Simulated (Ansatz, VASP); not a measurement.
# One calculation of SnO2, two programs

```
Sn O
1.0
     3.21157    0.00000    0.00000
    -1.60579    2.78130    0.00000
     0.00000    0.00000   10.34276
Sn O
2 4
Direct
  0.00000 0.00000 0.50000
  0.00000 0.00000 0.00000
  0.66667 0.33333 0.40187
  0.66667 0.33333 0.09813
  0.33333 0.66667 0.59813
  0.33333 0.66667 0.90187
```

Alike in both runs: functional PBE; dispersion D3(BJ); k mesh 12 × 12 × 4; occupations gaussian, width 0.02 eV; no spin polarisation.

Ansatz relaxed the structure, and its values are those at the end. VASP's run is a single point on that final structure, the one shown.

|  | VASP | Ansatz |
| --- | --- | --- |
| version | VASP 6.6.1 | Ansatz 0.2.0 |
| potentials or method | VASP PAW PBE potentials, release 64 (Sn_d, O), cutoff 520 eV | scalar-relativistic, plane waves, PAW |
| valence electrons in the cell | 52 | 52 |

|  | VASP | Ansatz | Ansatz less VASP |
| --- | --- | --- | --- |
| gap on the k mesh at the Fermi level (eV) | 2.06 | 2.08 | +0.025 |
| least direct gap on the mesh (eV) | 2.43 | 2.45 | +0.016 |
| pressure (GPa) | 0.5 | 0.0 | -0.52 |
| rms of the force components (eV/Å) | 0.024 | 0.000 | -0.0236 |
